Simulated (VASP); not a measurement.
Wanted: the native input for a VASP 6.6.1 run.

```yaml
Task: single point
Functional: r2SCAN
Potentials_or_basis: VASP PAW PBE potentials, release 64 (Li_sv, Na_sv, Cl)
Cutoff: 1250 eV
k_mesh: 6 × 6 × 6
Occupations: gaussian, width 0.01 eV
Spin: no spin polarisation
Dipole_correction: no
Further_INCAR_settings: ALGO = Normal; EDIFF = 1e-06; NBANDS = 21
```

Crystal: NaLiCl2.

```
Li Na Cl
1.0
     1.87249    1.08108    6.18453
    -1.87249    1.08108    6.18453
     0.00000   -2.16216    6.18453
Li Na Cl
1 1 2
Cartesian
  1.8725 1.0811 6.1845
  0.0000 0.0000 9.2768
  0.0000 0.0000 4.7624
  0.0000 0.0000 13.7911
```

The input as run:

POSCAR

```
NaLiCl2
1.0
    1.8724895807      1.0810823635      6.1845287565
   -1.8724895807      1.0810823635      6.1845287565
    0.0000000000     -2.1621647269      6.1845287565
Li Na Cl
1 1 2
Direct
    1.0000000000      0.0000000000      0.0000000000
    0.5000000000      0.5000000000      0.5000000000
    0.2566860802      0.2566860802      0.2566860802
    0.7433139198      0.7433139198      0.7433139198
```

INCAR.step1

```
  PREC = Accurate
  ENCUT = 1250
  ISMEAR = 0
  SIGMA = 0.01
  LREAL = False
  LASPH = True
  NELM = 120
  NBANDS = 21
  GGA = PE
  ALGO = Normal
  EDIFF = 1E-5
  LWAVE = True
  LCHARG = False
  GGA_COMPAT = False
```

INCAR.step2

```
  PREC = Accurate
  ENCUT = 1250
  EDIFF = 1E-6
  ISMEAR = 0
  SIGMA = 0.01
  LREAL = False
  LASPH = True
  NELM = 120
  ALGO = Normal
  ISIF = 2
  LWAVE = False
  LCHARG = True
  METAGGA = R2SCAN
  LMIXTAU = True
  LELF = True
  LVHAR = True
  NBANDS = 21
  ISTART = 1
  GGA_COMPAT = False
```

KPOINTS

```
Automatic mesh
0
Gamma
  6 6 6
```

Potentials or basis: VASP PAW PBE potentials, release 64 (Li_sv, Na_sv, Cl).

The run is started by

```bash
$ cat potpaw_PBE.64/Li_sv/POTCAR potpaw_PBE.64/Na_sv/POTCAR potpaw_PBE.64/Cl/POTCAR > POTCAR
$ cp INCAR.step1 INCAR
$ mpirun -np 1 vasp_std > vasp.out
$ cp INCAR.step2 INCAR
$ mpirun -np 1 vasp_std > vasp.out
```

It gave:

| Property | Result |
| --- | --- |
| Pressure | 0.7 GPa |
| Largest force | 0.047 eV/Å |
| Band gap on the k mesh | 6.61 eV |

Caveat: the PAW data sets were made with another functional, which shifts forces and pressure a little.

It took 31 min on 1 thread of Intel(R) Xeon(R) Platinum 8488C (Sapphire Rapids) (shared host), peak memory 1.1 GiB.
